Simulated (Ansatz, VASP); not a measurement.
## One calculation of BP, two programs

```
CELL_PARAMETERS angstrom
0.00000 2.26750 2.26750
2.26750 0.00000 2.26750
2.26750 2.26750 0.00000
ATOMIC_POSITIONS crystal
B 0.00000 0.00000 0.00000
P 0.25000 0.25000 0.25000
```

Alike in both runs: task single point; functional HSE06; k mesh 6 × 6 × 6; no spin polarisation.

|  | VASP | Ansatz |
| --- | --- | --- |
| version | VASP 6.6.1 | Ansatz 0.2.0 |
| potentials or method | VASP PAW PBE potentials, release 64 (B, P), cutoff 420 eV | scalar-relativistic, plane waves, PAW |
| occupations | gaussian, width 0.01 eV | fixed |
| valence electrons in the cell | 8 | 8 |

|  | VASP | Ansatz | Ansatz less VASP |
| --- | --- | --- | --- |
| gap on the k mesh at the Fermi level (eV) | 2.06 | 2.06 | +0.005 |
| least direct gap on the mesh (eV) | 4.34 | 4.35 | +0.007 |

Ansatz's warnings: stress exchange threshold loose, stress scf threshold loose.
